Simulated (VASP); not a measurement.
# Li27TeH26 (a cell with a defect) in VASP: single point with PBE

Aim: the single point of Li27TeH26 (a cell with a defect) with PBE.

Program: VASP 6.6.1. These are calculated values, not measurements. Logs are shortened: lines on timing, memory, paths and dates and some standing lists are left out, and cuts for length are marked.

## Step 1: The cell of the first run

The cell holds a defect, 54 atoms: a = 8.641 Å, b = 8.641 Å, c = 8.641 Å, α = 60.00°, β = 60.00°, γ = 60.00°.

## Step 2: Single point, PBE

File INCAR:

```
SYSTEM = Li27TeH26
PREC = Accurate
ENCUT = 520
EDIFF = 1E-6
ISMEAR = -1
SIGMA = 0.01
LREAL = Auto
LASPH = .TRUE.
NELM = 80
ALGO = Normal
ISIF = 2
LWAVE = .FALSE.
LCHARG = .FALSE.
GGA = PE
NBANDS = 90
NELECT = 114.0
```

File KPOINTS:

```
regular mesh
0
G
  3 3 3
  0 0 0
```

File POSCAR:

```
Li27TeH26
1.0
    0.0000000000      6.1102500000      6.1102500000
    6.1102500000      0.0000000000      6.1102500000
    6.1102500000      6.1102500000      0.0000000000
Li Te H
27 1 26
Direct
    0.0019302030      0.0019302030      0.0019302030
   -0.0291210687     -0.0291210687      0.3624544021
    0.0019302030      0.0019302030      0.6608760576
   -0.0291210687      0.3624544021     -0.0291210687
   -0.0291210687      0.3624544021      0.3624544021
    0.0027298295      0.3306035039      0.6666666667
    0.0019302030      0.6608760576      0.0019302030
    0.0027298295      0.6666666667      0.3306035039
    0.0027298295      0.6666666667      0.6666666667
    0.3624544021     -0.0291210687     -0.0291210687
    0.3624544021     -0.0291210687      0.3624544021
    0.3306035039      0.0027298295      0.6666666667
    0.3624544021      0.3624544021     -0.0291210687
    0.3314031303      0.3314031303      0.3314031303
    0.3314031303      0.3314031303      0.6724572757
    0.3306035039      0.6666666667      0.0027298295
    0.3314031303      0.6724572757      0.3314031303
    0.3306035039      0.6666666667      0.6666666667
    0.6608760576      0.0019302030      0.0019302030
    0.6666666667      0.0027298295      0.3306035039
    0.6666666667      0.0027298295      0.6666666667
    0.6666666667      0.3306035039      0.0027298295
    0.6724572757      0.3314031303      0.3314031303
    0.6666666667      0.3306035039      0.6666666667
    0.6666666667      0.6666666667      0.0027298295
    0.6666666667      0.6666666667      0.3306035039
    0.6666666667      0.6666666667      0.6666666667
    0.1666666667      0.1666666667      0.1666666667
    0.1666666667      0.1666666667      0.5199233805
    0.1666666667      0.1666666667      0.8134099528
    0.1666666667      0.5199233805      0.1666666667
    0.1628791552      0.5012625038      0.5012625038
    0.1666666667      0.5199233805      0.8134099528
    0.1666666667      0.8134099528      0.1666666667
    0.1666666667      0.8134099528      0.5199233805
    0.1704541781      0.8320708295      0.8320708295
    0.5199233805      0.1666666667      0.1666666667
    0.5012625038      0.1628791552      0.5012625038
    0.5199233805      0.1666666667      0.8134099528
    0.5012625038      0.5012625038      0.1628791552
    0.5012625038      0.5012625038      0.5012625038
    0.5077928278      0.5077928278      0.8255405055
    0.5199233805      0.8134099528      0.1666666667
    0.5077928278      0.8255405055      0.5077928278
    0.5077928278      0.8255405055      0.8255405055
    0.8134099528      0.1666666667      0.1666666667
    0.8134099528      0.1666666667      0.5199233805
    0.8320708295      0.1704541781      0.8320708295
    0.8134099528      0.5199233805      0.1666666667
    0.8255405055      0.5077928278      0.5077928278
    0.8255405055      0.5077928278      0.8255405055
    0.8320708295      0.8320708295      0.1704541781
    0.8255405055      0.8255405055      0.5077928278
    0.8320708295      0.8320708295      0.8320708295
```

Potentials or basis: VASP PAW PBE potentials, release 64 (Li_sv, Te, H).

Command:

```sh
cat potpaw_PBE.64/Li_sv/POTCAR potpaw_PBE.64/Te/POTCAR potpaw_PBE.64/H/POTCAR > POTCAR
mpirun -np 1 vasp_std > vasp.out
```

OUTCAR:

```text
SYSTEM = Li27TeH26
   PREC = Accurate
   ENCUT = 520
   EDIFF = 1E-6
   ISMEAR = -1
   LREAL = Auto
   LASPH = .TRUE.
   NELM = 80
   ISIF = 2
   GGA = PE
   NELECT = 114.0

 ion  position               nearest neighbor table
   1  0.002  0.002  0.002-
   2  0.971  0.971  0.362-  28 2.39
   3  0.002  0.002  0.661-
   4  0.971  0.362  0.971-  28 2.39
   5  0.971  0.362  0.362-  28 2.39
   6  0.003  0.331  0.667-
   7  0.002  0.661  0.002-
   8  0.003  0.667  0.331-
   9  0.003  0.667  0.667-
  10  0.362  0.971  0.971-  28 2.39
  11  0.362  0.971  0.362-  28 2.39
  12  0.331  0.003  0.667-
  13  0.362  0.362  0.971-  28 2.39
  14  0.331  0.331  0.331-
  15  0.331  0.331  0.672-
  16  0.331  0.667  0.003-
  17  0.331  0.672  0.331-
  18  0.331  0.667  0.667-
  19  0.661  0.002  0.002-
  20  0.667  0.003  0.331-
  21  0.667  0.003  0.667-
  22  0.667  0.331  0.003-
  23  0.672  0.331  0.331-
  24  0.667  0.331  0.667-
  25  0.667  0.667  0.003-
  26  0.667  0.667  0.331-
  27  0.667  0.667  0.667-
  28  0.167  0.167  0.167-   5 2.39  11 2.39  13 2.39  10 2.39   4 2.39   2 2.39
  29  0.167  0.167  0.520-
  30  0.167  0.167  0.813-
  31  0.167  0.520  0.167-
  32  0.163  0.501  0.501-
  33  0.167  0.520  0.813-
  34  0.167  0.813  0.167-
[... 18 lines left out ...]
  53  0.826  0.826  0.508-
  54  0.832  0.832  0.832-

  LATTYP: Found a face centered cubic cell.
 ALAT       =    12.2205000000

  Lattice vectors:

 A1 = (   0.0000000000,   6.1102500000,   6.1102500000)
 A2 = (   6.1102500000,   0.0000000000,   6.1102500000)
 A3 = (   6.1102500000,   6.1102500000,   0.0000000000)

Analysis of symmetry for initial positions (statically):
=====================================================================
 Subroutine PRICEL returns:
 Original cell was already a primitive cell.

 Routine SETGRP: Setting up the symmetry group for a
 face centered cubic supercell.

 Subroutine GETGRP returns: Found 48 space group operations
 (whereof  6 operations were pure point group operations)
 out of a pool of 48 trial point group operations.

The static configuration has the point symmetry C_3v.
 The point group associated with its full space group is O_h .

Analysis of symmetry for dynamics (positions and initial velocities):
[... 193 lines left out ...]
   ENCUT  =  520.0 eV  38.22 Ry    6.18 a.u.  16.07 16.07 16.07*2*pi/ulx,y,z
   NELM   =     80;   NELMIN=  2; NELMDL= -5     # of ELM steps
   EDIFF  = 0.1E-05   stopping-criterion for ELM
   LREAL  =      T    real-space projection
   EDIFFG = 0.1E-04   stopping-criterion for IOM
   NSW    =      0    number of steps for IOM
   IBRION =     -1    ionic relax: 0-MD 1-quasi-New 2-CG
   NFREE  =      0    steps in history (QN), initial steepest desc. (CG)
   ISIF   =      2    stress and relaxation
   ISYM   =      2    0-nonsym 1-usesym 2-fastsym
   POTIM  = 0.5000    time-step for ionic-motion
   TEBEG  =    0.0;   TEEND  =   0.0 temperature during run
   PSTRESS=    0.0 pullay stress
   NELECT =     114.0000    total number of electrons
   NUPDOWN=      -1.0000    fix difference up-down
   EMIN   =  10.00;   EMAX   =-10.00  energy-range for DOS
   EFERMI =   0.00;   METHOD = LEGACY
   ISMEAR =    -1;   SIGMA  =   0.01  broadening in eV -4-tet -1-fermi 0-gaus
   EFERMI_NEDOS =   21; number of points for ismear=-14 and -15
   IALGO  =     38    algorithm
   IMIX   =      4    mixing-type and parameters
     AMIX     =   0.40;   BMIX     =  1.00
     AMIX_MAG =   1.60;   BMIX_MAG =  1.00
  volume/ion in A,a.u.               =       8.45        57.02
  Fermi-wavevector in a.u.,A,eV,Ry     =   1.031116  1.948526 14.465713  1.063200
  Thomas-Fermi vector in A             =   2.165248
   LORBIT       =      0    0 simple, 1 ext, 2 COOP (PROOUT), +10 PAW based schemes
   GGA     = PE    functional components
   LHFCALC =     F    Hartree Fock is set to
   AEXX    =    0.0000 exact exchange contribution
   IVDW    =     0    specifies the selected vdW correction
   LEPSILON=     F    determine dielectric tensor
   LRPA    =     F    only Hartree local field effects (RPA)
 non-spin polarized calculation
  energy-cutoff  :      520.00
  volume of cell :      456.25
 maximum number of plane-waves:     12339
   NGX = 33   NGY = 33   NGZ = 33

 number of electron     114.0000050 magnetization

 Free energy of the ion-electron system (eV)
  ---------------------------------------------------
  ext. energy  EPLUGINS =         0.00000000
  ---------------------------------------------------
  free energy    TOTEN  =      -159.75120185 eV

  energy without entropy =     -159.75120185  energy(sigma->0) =     -159.75120185

 E-fermi :   1.8151     XC(G=0):  -8.6486

 val. band max:        1.4614169637   @ k =   0.0000   0.0000   0.0000
 cond. band min:       3.8722344316   @ k =  -0.3333   0.3333   0.0000
 fundamental gap:      2.4108174679
 Fermi energy:         1.8151116342

 k-point     1 :       0.0000    0.0000    0.0000
  band No.  band energies     occupation
      1     -43.9608      2.00000
      2     -43.9571      2.00000
      3     -43.9480      2.00000
      4     -43.9480      2.00000
      5     -43.9480      2.00000
      6     -43.9479      2.00000
[... 277 lines left out ...]
     68       5.7242      0.00000
     69       5.8504      0.00000
 [bands above 69 left out]

------------------------ aborting loop because EDIFF is reached ----------------------------------------

  FORCE on cell =-STRESS in cart. coord.  units (eV):
  Direction    XX          YY          ZZ          XY          YZ          ZX
  --------------------------------------------------------------------------------------
  -------------------------------------------------------------------------------------
  Total       13.0022764     13.0022764     13.0022764     -0.0000000      0.0000000      0.0000000
  in kB       45.6586472     45.6586472     45.6586472     -0.0000000      0.0000000      0.0000000
  external PRESSURE =      45.6586472 kB  Pullay stress =       0.0000000 kB

 VOLUME and BASIS-vectors are now :
 -----------------------------------------------------------------------------
  energy-cutoff  :      520.00
  volume of cell :      456.25
      direct lattice vectors                 reciprocal lattice vectors
     0.000000000  6.110250000  6.110250000    -0.081829712  0.081829712  0.081829712
     6.110250000  0.000000000  6.110250000     0.081829712 -0.081829712  0.081829712
     6.110250000  6.110250000  0.000000000     0.081829712  0.081829712 -0.081829712

 POSITION                                       TOTAL-FORCE (eV/Angst)
 -----------------------------------------------------------------------------------
      0.02359      0.02359      0.02359        -0.003861     -0.003861     -0.003861
      8.14700      8.14700     11.86463         0.000000      0.000000      0.006380
      4.04991      4.04991      0.02359         0.003861      0.003861     -0.003861
      8.14700     11.86463      8.14700         0.000000      0.006380      0.000000
      4.42937      8.14700      8.14700        -0.006380      0.000000      0.000000
      6.09357      4.09018      2.03675        -0.014420      0.014420      0.000000
[... 46 lines left out ...]
      8.14700      8.14700     10.08852         0.000000      0.000000     -0.020696
     10.16832     10.16832     10.16832         0.001225      0.001225      0.001225
 -----------------------------------------------------------------------------------
    total drift:                               -0.000032     -0.000032     -0.000019

  FREE ENERGIE OF THE ION-ELECTRON SYSTEM (eV)
  ---------------------------------------------------
  free  energy   TOTEN  =      -159.7512018549 eV

  energy  without entropy=     -159.7512018549  energy(sigma->0) =     -159.75120185
```

It took 4.2 min on 1 thread of Intel Xeon Platinum 8488C (Sapphire Rapids), shared host; peak memory 0.6 GiB.

What came out:

```
Free energy   : -159.7512 eV
Largest force : 0.021 eV/Å
```

Forces on the atoms (eV/Å):
```
Li  -0.004 -0.004 -0.004
Li   0.000  0.000  0.006
Li   0.004  0.004 -0.004
Li   0.000  0.006  0.000
Li  -0.006  0.000  0.000
Li  -0.014  0.014  0.000
Li   0.004 -0.004  0.004
Li  -0.014  0.000  0.014
Li   0.000  0.014  0.014
Li   0.006  0.000  0.000
Li   0.000 -0.006  0.000
Li   0.014 -0.014  0.000
Li   0.000  0.000 -0.006
Li   0.004  0.004  0.004
Li  -0.004 -0.004  0.004
Li   0.014  0.000 -0.014
Li  -0.004  0.004 -0.004
Li   0.000 -0.014 -0.014
Li  -0.004  0.004  0.004
Li   0.000 -0.014  0.014
Li   0.014  0.000  0.014
Li   0.000  0.014 -0.014
Li   0.004 -0.004 -0.004
Li  -0.014  0.000 -0.014
Li   0.014  0.014  0.000
Li  -0.014 -0.014  0.000
Li   0.000  0.000  0.000
Te   0.000  0.000  0.000
H    0.014  0.014  0.000
H   -0.014 -0.014  0.000
H    0.014  0.000  0.014
H   -0.001  0.001  0.001
H    0.000 -0.014  0.014
H   -0.014  0.000 -0.014
H    0.000  0.014 -0.014
H    0.001 -0.001 -0.001
H    0.000  0.014  0.014
H    0.001 -0.001  0.001
H   -0.014  0.000  0.014
H    0.001  0.001 -0.001
H   -0.001 -0.001 -0.001
H    0.000  0.000  0.021
H   -0.014  0.014  0.000
H    0.000  0.021  0.000
H   -0.021  0.000  0.000
H    0.000 -0.014 -0.014
H    0.014  0.000 -0.014
H   -0.001  0.001 -0.001
H    0.014 -0.014  0.000
H    0.021  0.000  0.000
H    0.000 -0.021  0.000
H   -0.001 -0.001  0.001
H    0.000  0.000 -0.021
H    0.001  0.001  0.001
```

Caveat: the cell carries a net charge on a neutralising background, which shifts energy and pressure; the cell is charged against a uniform background, so pressure and absolute levels hang on convention; the cutoff is under 1.25 times the usual one of these potentials, so pressure, stress and relaxed cells hold a basis-set (Pulay) error; spin-orbit coupling is left out, which moves the levels of the heavy elements.
